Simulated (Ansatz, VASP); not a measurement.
**BaZrO3 in VASP and in Ansatz**

```
Ba Zr O
1.0
     4.17251    0.00000    0.00000
     0.00000    4.17251    0.00000
     0.00000    0.00000    4.17251
Ba Zr O
1 1 3
Direct
  0.00000 0.00000 0.00000
  0.50000 0.50000 0.50000
  0.00000 0.50000 0.50000
  0.50000 0.00000 0.50000
  0.50000 0.50000 0.00000
```

Alike in both runs: task single point; functional r2SCAN; k mesh 6 × 6 × 6; no spin polarisation.

|  | VASP | Ansatz |
| --- | --- | --- |
| version | VASP 6.6.1 | Ansatz 0.2.0 |
| potentials or method | VASP PAW PBE potentials, release 64 (Ba_sv, Zr_sv, O) | PAW with Ansatz's default frozen-core files, scalar-relativistic |
| plane-wave cutoff (eV) | 520 | 500 |
| occupations | gaussian, width 0.01 eV | fixed |
| valence electrons in the cell | 40 | 40 |

VASP gave:

```
gap on the k mesh at the Fermi level (eV) : 3.74
pressure (GPa)                            : 5.1
```

Problem. Which values does Ansatz return?

Solution. gap on the k mesh at the Fermi level (eV): 3.79; pressure (GPa): 4.0.

VASP's potentials were made for PBE, not for r2SCAN.

Spin-orbit coupling is off throughout.
